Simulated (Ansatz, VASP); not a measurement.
# Hf: VASP beside Ansatz

Contents of INCAR:

```
SYSTEM = Hf
PREC = Accurate
ENCUT = 520
EDIFF = 1E-7
ISMEAR = -1
SIGMA = 0.05
LREAL = .False.
LASPH = .True.
NELM = 80
ALGO = Fast
ISIF = 2
LWAVE = .False.
LCHARG = .True.
GGA = B5
ALDAX = 1.0
AGGAX = 1.0
AGGAC = 1.0
ALDAC = 0.0
LELF = .True.
LVHAR = .True.
NBANDS = 11
```

The input KPOINTS:

```
regular mesh
0
Gamma
  10 10 10
  0 0 0
```

File POSCAR:

```
Hf
1.0
   -1.8050000000      1.8050000000      1.8050000000
    1.8050000000     -1.8050000000      1.8050000000
    1.8050000000      1.8050000000     -1.8050000000
Hf
1
Direct
    0.0000000000      0.0000000000      0.0000000000
```

Contents of input.yaml:

```yaml
crystal:
  lattice:
    - [-1.805, 1.805, 1.805]
    - [1.805, -1.805, 1.805]
    - [1.805, 1.805, -1.805]
  atoms:
    - { symbol: Hf, position: [0.0, 0.0, 0.0] }
hamiltonian:
  xc: blyp
  pseudopotentials: { kind: paw }
kpoints:
  mp_grid: { grid: [10, 10, 10] }
  band_path:
    path:
      - [[0.0, 0.0, 0.0], [0.5, -0.5, 0.5], [0.0, 0.0, 0.5], [0.0, 0.0, 0.0], [0.25, 0.25, 0.25], [0.5, -0.5, 0.5]]
      - [[0.25, 0.25, 0.25], [0.0, 0.0, 0.5]]
    npoints: 14
scf:
  occupations: { method: fermi_dirac, width: 0.05 }
  n_extra_bands: 6
output:
  forces: true
  stress: true
  eigenvalues: true
  fatbands: false
```

Alike in both runs: functional BLYP; k mesh 10 × 10 × 10; occupations fermi-dirac, width 0.05 eV; no spin polarisation.

```csv
,VASP,Ansatz
version,VASP 6.6.1,Ansatz 0.2.0
potentials or method,"VASP PAW PBE potentials, release 64 (Hf_pv)",Ansatz PAW
plane-wave cutoff (eV),520,420
valence electrons in the cell,10,26
task,single point,band structure
```

Ansatz gave:

```
gap on the k mesh at the Fermi level (eV) : none
pressure (GPa)                            : -2.6
```

Question: Estimate VASP's values.

Answer: gap on the k mesh at the Fermi level (eV): none; pressure (GPa): -2.5.

VASP's potentials were made for PBE, not for BLYP. A gap of «none» marks a metal or a gap that the smearing closes. VASP's potentials hold 10 valence electrons a cell and Ansatz's 26, so a difference there can come from the potentials and not from the codes.

Spin-orbit coupling is off throughout.
